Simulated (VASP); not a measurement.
# Se (P6/mmm) in VASP: further runs

Se is run at these levels: PBE; tasks: single point, relaxation of cell and atoms.

Program: VASP 6.6.1. These are calculated values, not measurements. Logs are shortened: lines on timing, memory, paths and dates and some standing lists are left out, and cuts for length are marked.

### 1 The cell of the first run

It takes space group P6/mmm (No. 191, hexagonal). The conventional cell has a = 2.799 Å, b = 2.799 Å, c = 2.524 Å, α = 90.00°, β = 90.00°, γ = 120.00°. Se (site symmetry 6/mmm) has 8 Se at 2.52 to 2.80 Å within 3.3 Å.

### 2 Single point, PBE

Input file INCAR:

```
ALGO = Normal
EDIFF = 1E-7
ENCUT = 520
GGA = PE
ISIF = 2
ISMEAR = -1
LASPH = True
LCHARG = False
LREAL = False
LWAVE = False
NBANDS = 9
NELM = 60
PREC = Accurate
SIGMA = 0.1
```

Input file KPOINTS:

```
k-points
0
Gamma
  16 16 15
```

Input file POSCAR:

```
Se
1.0
    2.7988208323      0.0000000000      0.0000000000
   -1.3994104162      2.4238499414      0.0000000000
    0.0000000000      0.0000000000      2.5241544333
Se
1
Direct
    0.0000000000      0.0000000000      0.0000000000
```

Potentials or basis: VASP PAW PBE potentials, release 64 (Se).

Launch:

```sh
> cat potpaw_PBE.64/Se/POTCAR > POTCAR
> mpirun -np 1 vasp_std > vasp.out
```

OUTCAR:

```text
EDIFF = 1E-7
   ENCUT = 520
   GGA = PE
   ISIF = 2
   ISMEAR = -1
   LASPH = True
   LREAL = False
   NELM = 60
   PREC = Accurate

 ion  position               nearest neighbor table
   1  0.000  0.000  0.000-

  LATTYP: Found a hexagonal cell.
 ALAT       =     2.7988208323
 C/A-ratio  =     0.9018635292

  Lattice vectors:

 A1 = (   2.7988208323,   0.0000000000,   0.0000000000)
 A2 = (  -1.3994104162,   2.4238499414,   0.0000000000)
 A3 = (   0.0000000000,   0.0000000000,   2.5241544333)

Analysis of symmetry for initial positions (statically):
=====================================================================
 Subroutine PRICEL returns:
 Original cell was already a primitive cell.

 Routine SETGRP: Setting up the symmetry group for a
 hexagonal supercell.

 Subroutine GETGRP returns: Found 24 space group operations
 (whereof 24 operations were pure point group operations)
 out of a pool of 24 trial point group operations.

The static configuration has the point symmetry D_6h.

Analysis of symmetry for dynamics (positions and initial velocities):
=====================================================================
 Subroutine PRICEL returns:
 Original cell was already a primitive cell.

 Routine SETGRP: Setting up the symmetry group for a
 hexagonal supercell.

 Subroutine GETGRP returns: Found 24 space group operations
 (whereof 24 operations were pure point group operations)
 out of a pool of 24 trial point group operations.

The dynamic configuration has the point symmetry D_6h.

 Subroutine INISYM returns: Found 24 space group operations
 (whereof 24 operations are pure point group operations),
 and found     1 'primitive' translations

----------------------------------------------------------------------------------------

                                     Primitive cell

  volume of cell :      17.1237

  direct lattice vectors                    reciprocal lattice vectors
     2.798820832  0.000000000  0.000000000     0.357293325  0.206283397  0.000000000
    -1.399410416  2.423849941  0.000000000     0.000000000  0.412566794  0.000000000
     0.000000000  0.000000000  2.524154433     0.000000000  0.000000000  0.396172273

  length of vectors
     2.798820832  2.798820832  2.524154433     0.412566794  0.412566794  0.396172273

  position of ions in fractional coordinates (direct lattice)
     0.000000000  0.000000000  0.000000000

  ion indices of the primitive-cell ions
   primitive index   ion index
                 1           1

----------------------------------------------------------------------------------------

 KPOINTS: k-points

Automatic generation of k-mesh.
 Grid dimensions read from file:
 generate k-points for:   16   16   15

 Generating k-lattice:

  Cartesian coordinates                     Fractional coordinates (reciprocal lattice)
     0.022330833  0.012892712  0.000000000     0.062500000  0.000000000  0.000000000
     0.000000000  0.025785425  0.000000000     0.000000000  0.062500000  0.000000000
     0.000000000  0.000000000  0.026411485     0.000000000  0.000000000  0.066666667

  Length of vectors
     0.025785425  0.025785425  0.026411485

  Shift w.r.t. Gamma in fractional coordinates (k-lattice)
     0.000000000  0.000000000  0.000000000

 Subroutine IBZKPT returns following result:
 ===========================================

 Found    240 irreducible k-points:

 Following reciprocal coordinates:
            Coordinates               Weight
  0.000000  0.000000  0.000000      1.000000
  0.062500  0.000000  0.000000      6.000000
  0.125000  0.000000  0.000000      6.000000
  0.187500  0.000000  0.000000      6.000000
  0.250000  0.000000  0.000000      6.000000
  0.312500  0.000000  0.000000      6.000000
[... 16 lines left out ...]
  0.187500  0.187500  0.000000      6.000000
  0.250000  0.187500  0.000000     12.000000
 [... further k-points ...]
   k-points           NKPTS =    240   k-points in BZ     NKDIM =    240   number of bands    NBANDS=      9
   number of dos      NEDOS =    301   number of ions     NIONS =      1
   total plane-waves  NPLWV =  11520
   dimension x,y,z NGX =    24 NGY =   24 NGZ =   20
   dimension x,y,z NGXF=    48 NGYF=   48 NGZF=   40
   ions per type =               1
   NGX,Y,Z   is equivalent  to a cutoff of  14.26, 14.26, 13.17 a.u.
   NGXF,Y,Z  is equivalent  to a cutoff of  28.51, 28.51, 26.34 a.u.
 SYSTEM =  unknown system
   PREC   = accura    normal or accurate (medium, high low for compatibility)
   ISTART =      0    job   : 0-new  1-cont  2-samecut
   ICHARG =      2    charge: 1-file 2-atom 10-const
   ISPIN  =      1    spin polarized calculation?
   LNONCOLLINEAR =      F non collinear calculations
   LSORBIT =      F    spin-orbit coupling
   LASPH  =      T    aspherical Exc in radial PAW
   ENCUT  =  520.0 eV  38.22 Ry    6.18 a.u.   5.20  5.20  4.69*2*pi/ulx,y,z
   NELM   =     60;   NELMIN=  2; NELMDL= -5     # of ELM steps
   EDIFF  = 0.1E-06   stopping-criterion for ELM
   LREAL  =      F    real-space projection
   EDIFFG = 0.1E-05   stopping-criterion for IOM
   NSW    =      0    number of steps for IOM
   IBRION =     -1    ionic relax: 0-MD 1-quasi-New 2-CG
   NFREE  =      0    steps in history (QN), initial steepest desc. (CG)
   ISIF   =      2    stress and relaxation
   ISYM   =      2    0-nonsym 1-usesym 2-fastsym
   POTIM  = 0.5000    time-step for ionic-motion
   TEBEG  =    0.0;   TEEND  =   0.0 temperature during run
   PSTRESS=    0.0 pullay stress
   NELECT =       6.0000    total number of electrons
   NUPDOWN=      -1.0000    fix difference up-down
   EMIN   =  10.00;   EMAX   =-10.00  energy-range for DOS
   EFERMI =   0.00;   METHOD = LEGACY
   ISMEAR =    -1;   SIGMA  =   0.10  broadening in eV -4-tet -1-fermi 0-gaus
   EFERMI_NEDOS =   21; number of points for ismear=-14 and -15
   IALGO  =     38    algorithm
   IMIX   =      4    mixing-type and parameters
     AMIX     =   0.40;   BMIX     =  1.00
     AMIX_MAG =   1.60;   BMIX_MAG =  1.00
  volume/ion in A,a.u.               =      17.12       115.56
  Fermi-wavevector in a.u.,A,eV,Ry     =   1.154143  2.181014 18.123591  1.332046
  Thomas-Fermi vector in A             =   2.290782
   LORBIT       =      0    0 simple, 1 ext, 2 COOP (PROOUT), +10 PAW based schemes
   GGA     = PE    functional components
   LHFCALC =     F    Hartree Fock is set to
   AEXX    =    0.0000 exact exchange contribution
   IVDW    =     0    specifies the selected vdW correction
   LEPSILON=     F    determine dielectric tensor
   LRPA    =     F    only Hartree local field effects (RPA)
 non-spin polarized calculation
  energy-cutoff  :      520.00
  volume of cell :       17.12
 maximum number of plane-waves:       475
 NGX is ok and might be reduce to    24
   NGX = 11   NGY = 11   NGZ =  9

 number of electron       5.9999999 magnetization

 Free energy of the ion-electron system (eV)
  ---------------------------------------------------
  ext. energy  EPLUGINS =         0.00000000
  ---------------------------------------------------
  free energy    TOTEN  =        -2.75394548 eV

  energy without entropy =       -2.73682019  energy(sigma->0) =       -2.74538283

 E-fermi :   8.1280     XC(G=0): -11.2997

 val. band max:        8.1121132425   @ k =   0.2500   0.1875   0.2000
 cond. band min:       8.1742697669   @ k =   0.4375   0.0625   0.2667
 fundamental gap:      0.0621565244
 Fermi energy:         8.1279580491

 k-point     1 :       0.0000    0.0000    0.0000
  band No.  band energies     occupation
      1     -10.3047      2.00000
      2      10.6951      0.00000
      3      10.6951      0.00000
      4      11.2469      0.00000
      5      16.0799      0.00000
      6      19.2799      0.00000
      7      19.7878      0.00000
      8      19.7878      0.00000
      9      23.3113      0.00000

 k-point     2 :       0.0625    0.0000    0.0000
  band No.  band energies     occupation
      1     -10.2178      2.00000
      2       9.9378      0.00000
      3      10.5059      0.00000
      4      11.3189      0.00000
      5      16.4177      0.00000
      6      18.9994      0.00000
      7      19.7588      0.00000
      8      20.1592      0.00000
      9      24.4776      0.00000

 k-point     3 :       0.1250    0.0000    0.0000
  band No.  band energies     occupation
      1      -9.9589      2.00000
      2       8.2575      0.42994
      3      10.0242      0.00000
      4      11.5308      0.00000
      5      16.7295      0.00000
      6      18.0583      0.00000
      7      20.9891      0.00000
      8      21.1865      0.00000
      9      26.8553      0.00000

 k-point     4 :       0.1875    0.0000    0.0000
  band No.  band energies     occupation
      1      -9.5345      2.00000
      2       6.2977      2.00000
      3       9.4152      0.00001
      4      11.8696      0.00000
      5      16.1002      0.00000
      6      18.1547      0.00000
      7      22.7038      0.00000
      8      22.7080      0.00000
      9      29.7193      0.00000

 k-point     5 :       0.2500    0.0000    0.0000
  band No.  band energies     occupation
      1      -8.9584      2.00000
      2       4.3292      2.00000
      3       8.8099      0.00218
      4      12.3100      0.00000
      5      15.2347      0.00000
      6      18.7521      0.00000
      7      24.5242      0.00000
      8      24.5765      0.00000
      9      27.8959      0.00000

 k-point     6 :       0.3125    0.0000    0.0000
  band No.  band energies     occupation
      1      -8.2602      2.00000
      2       2.4880      2.00000
      3       8.2872      0.33812
      4      12.8081      0.00000
      5      14.5228      0.00000
      6      19.5176      0.00000
      7      25.8944      0.00000
      8      26.3309      0.00000
      9      26.7194      0.00000
[... 169 lines left out ...]
 k-point    21 :       0.3750    0.1250    0.0000
  band No.  band energies     occupation
      1      -6.6596      2.00000
      2      -0.0302      2.00000
      3       5.6138      2.00000
      4      13.7769      0.00000
      5      16.3150      0.00000
      6      21.4421      0.00000
      7      24.4683      0.00000
      8      25.1604      0.00000
      9      28.8234      0.00000

 k-point    22 :       0.4375    0.1250    0.0000
  band No.  band energies     occupation
      1      -6.3863      2.00000
      2      -0.4608      2.00000
      3       5.5072      2.00000
      4      13.9085      0.00000
      5      16.2303      0.00000
      6      21.8753      0.00000
      7      24.1976      0.00000
      8      24.8452      0.00000
      9      29.6915      0.00000

 k-point    23 :       0.1875    0.1875    0.0000
  band No.  band energies     occupation
      1      -8.1029      2.00000
      2       2.9967      2.00000
      3       5.9395      2.00000
      4      12.9228      0.00000
      5      18.6817      0.00000
      6      19.1571      0.00000
      7      21.7340      0.00000
      8      26.6766      0.00000
      9      28.5769      0.00000

 k-point    24 :       0.2500    0.1875    0.0000
  band No.  band energies     occupation
      1      -7.4067      2.00000
      2       1.7911      2.00000
      3       4.9415      2.00000
      4      13.3728      0.00000
      5      18.7535      0.00000
      6      20.2296      0.00000
      7      22.9118      0.00000
      8      25.7538      0.00000
      9      28.2423      0.00000

 [... further k-points ...]
[... 5 lines left out ...]
  --------------------------------------------------------------------------------------
  -------------------------------------------------------------------------------------
  Total        3.1175465      3.1175465      3.1287075     -0.0000000     -0.0000000      0.0000000
  in kB      291.6935171    291.6935171    292.7377905     -0.0000000     -0.0000000      0.0000000
  external PRESSURE =     292.0416083 kB  Pullay stress =       0.0000000 kB

 VOLUME and BASIS-vectors are now :
 -----------------------------------------------------------------------------
  energy-cutoff  :      520.00
  volume of cell :       17.12
      direct lattice vectors                 reciprocal lattice vectors
     2.798820832  0.000000000  0.000000000     0.357293325  0.206283397  0.000000000
    -1.399410416  2.423849941  0.000000000     0.000000000  0.412566794  0.000000000
     0.000000000  0.000000000  2.524154433     0.000000000  0.000000000  0.396172273

 POSITION                                       TOTAL-FORCE (eV/Angst)
 -----------------------------------------------------------------------------------
      0.00000      0.00000      0.00000         0.000000      0.000000      0.000000
 -----------------------------------------------------------------------------------
    total drift:                               -0.000000      0.000000      0.000000

  FREE ENERGIE OF THE ION-ELECTRON SYSTEM (eV)
  ---------------------------------------------------
  free  energy   TOTEN  =        -2.7539454785 eV

  energy  without entropy=       -2.7368201855  energy(sigma->0) =       -2.74538283
```

Wall time 9.7 s (1 thread of Intel Xeon 6975P-C (Granite Rapids), shared host); peak memory 0.16 GiB.

What came out:

```
Free energy            : -2.7539 eV
Pressure               : 29.2 GPa
Band gap on the k mesh : zero (band 3 reaches 13.10 eV, above the bottom of band 4 at 4.34 eV)
```

### 3 Single point, PBE

Input file INCAR:

```
SYSTEM = Se
PREC = Accurate
ENCUT = 520
EDIFF = 1E-7
ISMEAR = -1
SIGMA = 0.1
LREAL = .False.
LASPH = .True.
NELM = 60
ALGO = Normal
ISIF = 2
LWAVE = .False.
LCHARG = .True.
GGA = PE
LELF = .True.
LVHAR = .True.
NBANDS = 9
```

Input file KPOINTS:

```
regular mesh
0
Gamma
  16 16 15
  0 0 0
```

POSCAR is that of step 2.

Potentials or basis: VASP PAW PBE potentials, release 64 (Se).

Launch:

```sh
> cat potpaw_PBE.64/Se/POTCAR > POTCAR
> mpirun -np 1 vasp_std > vasp.out
```

Run time: 11 s. Hardware: 1 thread of Intel Xeon 6975P-C (Granite Rapids), shared host; peak memory 0.16 GiB.

It converged, with:

- Free energy: -2.7539 eV
- Pressure: 29.2 GPa
- Band gap on the k mesh: zero (band 3 reaches 13.10 eV, above the bottom of band 4 at 4.34 eV)

Stress tensor (GPa, compression positive):
```
29.17  0.00  0.00
 0.00 29.17  0.00
 0.00  0.00 29.27
```

Levels at points of the mesh, in eV from the Fermi level:
```
           k point  band 1  band 2  band 3  band 4  band 5  band 6  band 7  band 8
(0.00, 0.00, 0.00)  -18.43    2.57    2.57    3.12    7.95   11.15   11.66   11.66
(0.50, 0.00, 0.00)  -14.68   -8.88   -0.57    5.47    5.67   13.59   15.81   16.50
```

### 4 Relaxation of cell and atoms, PBE, target pressure 29 GPa, at which the enthalpy is minimised

This run uses another cell than the first one, of 16.46 Å³/atom, 0.962 times its volume.

Input file INCAR:

```
SYSTEM = Se
PREC = Accurate ; ENCUT = 600
EDIFF = 1E-6 ; ISMEAR = -1
SIGMA = 0.1 ; LREAL = .False.
LASPH = .True. ; NELM = 100
ALGO = Normal ; ISIF = 3
LWAVE = .False. ; LCHARG = .False.
GGA = PE ; IBRION = 2
NSW = 60 ; EDIFFG = -0.005
PSTRESS = 290.0
```

KPOINTS is that of step 3.

Input file POSCAR:

```
Se
1.0
    2.7245752707      0.0000000000      0.0000000000
   -1.3622876354      2.3595513990      0.0000000000
    0.0000000000      0.0000000000      2.5611007545
Se
1
Direct
    0.0000000000      0.0000000000      0.0000000000
```

Launch:

```sh
> cat potpaw_PBE.64/Se/POTCAR > POTCAR
> mpirun -np 1 vasp_std > vasp.out
```

Wall time 37 s (1 thread of Intel Xeon 6975P-C (Granite Rapids), shared host); peak memory 0.16 GiB.

Results (log left out):

```
Free energy                                            : -2.7571 eV
Relaxed volume                                         : 17.14 Å³/atom
Relaxed cell                                           : a = 2.800 Å, b = 2.800 Å, c = 2.525 Å, α = 90.00°, β = 90.00°, γ = 120.00°
Space group after relaxing (to 0.05 Å)                 : P6/mmm (No. 191)
Energy change on relaxing (the enthalpy is what falls) : -148.2 meV/atom
Ionic steps                                            : 8
Pressure after relaxing                                : 29.0 GPa
Band gap on the k mesh                                 : zero (band 3 reaches 13.08 eV, above the bottom of band 4 at 4.33 eV)
```

Step by step:
```csv
step,energy change (eV),largest force (eV/Å),pressure (GPa),volume (Å³)
1,0.0000,0.0000,36.74,16.46
2,-0.3305,0.0000,17.24,18.43
3,-0.1586,0.0000,27.88,17.23
4,-0.1506,0.0000,28.83,17.15
5,-0.1498,0.0000,28.91,17.15
6,-0.1495,0.0000,28.94,17.15
7,-0.1468,0.0000,29.09,17.13
8,-0.1482,0.0000,29.01,17.14
```

Final structure:
```
Se
1.0
     2.79963    0.00000    0.00000
    -1.39982    2.42455    0.00000
     0.00000    0.00000    2.52525
Se
1
Direct
  0.00000 0.00000 0.00000
```

Levels at points of the mesh, in eV from the Fermi level:
```tsv
k point	band 1	band 2	band 3	band 4	band 5	band 6
(0.00, 0.00, 0.00)	-18.42	2.57	2.57	3.11	7.95	11.14
(0.50, 0.00, 0.00)	-14.67	-8.86	-0.56	5.48	5.66	13.58
```

Caveat: the cell is relaxed towards a set pressure, so the enthalpy falls and the energy may rise.

### 5 Relaxation of cell and atoms, PBE, target pressure 29 GPa, at which the enthalpy is minimised

Input file INCAR:

```
PREC = Accurate
ENCUT = 600
EDIFF = 1E-6
ISMEAR = -1
SIGMA = 0.1
LREAL = F
LASPH = T
NELM = 60
ALGO = Normal
ISIF = 3
LWAVE = F
LCHARG = F
GGA = PE
IBRION = 2
NSW = 32
EDIFFG = -0.005
PSTRESS = 290.0
```

Input file KPOINTS:

```
regular mesh
0
Gamma
  16 16 15
```

Input file POSCAR:

```
Se
1.0
    2.7988208323      0.0000000000      0.0000000000
   -1.3994104162      2.4238499414      0.0000000000
    0.0000000000      0.0000000000      2.5241544333
Se
1
Direct
    0.0000000000      0.0000000000      0.0000000000
```

Launch:

```sh
> cat potpaw_PBE.64/Se/POTCAR > POTCAR
> mpirun -np 1 vasp_std > vasp.out
```

Run time: 57 s. Hardware: 1 thread of Oxide Virtual Turin-like, shared host; peak memory 0.13 GiB.

Results (log left out):

```yaml
Free_energy: -2.7572 eV
Relaxed_volume: 17.14 Å³/atom
Relaxed_cell: a = 2.800 Å, b = 2.800 Å, c = 2.525 Å, α = 90.00°, β = 90.00°, γ = 120.00°
Space_group_after_relaxing_to_0.05_Å: P6/mmm (No. 191)
Energy_change_on_relaxing_the_enthalpy_is_what_falls: -3.2 meV/atom
Ionic_steps: 3
Pressure_after_relaxing: 29.0 GPa
Band_gap_on_the_k_mesh: zero (band 3 reaches 13.08 eV, above the bottom of band 4 at 4.33 eV)
```

The path:
```
step  energy change (eV)  largest force (eV/Å)  pressure (GPa)  volume (Å³)
   1              0.0000                0.0000           29.20        17.12
   2             -0.0098                0.0000           28.62        17.18
   3             -0.0032                0.0000           29.00        17.14
```

Final structure:
```
Se
1.0
     2.79963    0.00000    0.00000
    -1.39981    2.42455    0.00000
     0.00000    0.00000    2.52529
Se
1
Cartesian
  -1.3998 2.4245 0.0000
```

Levels at points of the mesh, in eV from the Fermi level:
| k point | band 1 | band 2 | band 3 | band 4 | band 5 | band 6 | band 7 |
| --- | --- | --- | --- | --- | --- | --- | --- |
| (0.00, 0.00, 0.00) | -18.42 | 2.57 | 2.57 | 3.11 | 7.95 | 11.14 | 11.66 |
| (0.50, 0.00, 0.00) | -14.67 | -8.86 | -0.56 | 5.48 | 5.66 | 13.58 | 15.80 |

Caveat: the cell is relaxed towards a set pressure, so the enthalpy falls and the energy may rise.

### 6 Overview

```csv
task,cell,cutoff (eV),gap on the mesh (eV),pressure (GPa)
single point,"a = 2.799, b = 2.799, c = 2.524 Å, angles 90.0, 90.0, 120.0°, 1 atom",520,none,29.2
relaxation of cell and atoms,"relaxed to 29 GPa from a = 2.725, b = 2.725, c = 2.561 Å, angles 90.0, 90.0, 120.0°, 1 atom",600,none,29.0
relaxation of cell and atoms,"relaxed to 29 GPa from a = 2.799, b = 2.799, c = 2.524 Å, angles 90.0, 90.0, 120.0°, 1 atom",600,none,29.0
```

Alike in all rows: level PBE; potentials or basis VASP PAW PBE potentials, release 64 (Se); no spin polarisation; k mesh 16 × 16 × 15; smearing fermi-dirac 0.1 eV.

Caveats: the cell is relaxed towards a set pressure, so the enthalpy falls and the energy may rise (some runs).

Absolute energies hang on the potentials; compare differences alone.
